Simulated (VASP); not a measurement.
Si2Sn3, 10 atoms in the cell. It takes space group P6_3/mmc (No. 194, hexagonal). The conventional cell has a = 3.207 Å, b = 3.207 Å, c = 25.737 Å, α = 90.00°, β = 90.00°, γ = 120.00°. Si (site symmetry 3m) has 3 Sn at 3.17 Å and 9 Si at 3.17 to 3.21 Å within 4.2 Å. Sn (site symmetry -6m2) has 12 Sn at 3.17 to 3.21 Å within 4.2 Å. Sn (site symmetry 3m) has 9 Sn at 3.17 to 3.21 Å and 3 Si at 3.17 Å within 4.2 Å. 

```yaml
Program: VASP 6.6.1
Task: relaxation of cell and atoms
Functional: PBE
Potentials_or_basis: VASP PAW PBE potentials, release 64 (Si, Sn_d)
Cutoff: 600 eV
k_mesh: 6 × 6 × 1
Occupations: gaussian, width 0.1 eV
Spin: no spin polarisation
Dipole_correction: no
Further_INCAR_settings: ALGO = Fast; EDIFF = 1e-06; IBRION = 2; EDIFFG = -0.04; NSW = 90; ISIF = 3
```

Potentials or basis: VASP PAW PBE potentials, release 64 (Si, Sn_d).

The run is started by

```sh
$ cat potpaw_PBE.64/Si/POTCAR potpaw_PBE.64/Sn_d/POTCAR > POTCAR
$ mpirun -np 1 vasp_std > vasp.out
```

Hardware: 1 thread of Intel(R) Xeon(R) 6975P-C (Granite Rapids) (shared host).

How long does it take, and how much memory?

It took 26 min on 1 thread of Intel(R) Xeon(R) 6975P-C (Granite Rapids), on a shared host, peak memory 0.51 GiB. Counts: scf iterations 215, k points 7, ion steps 20.
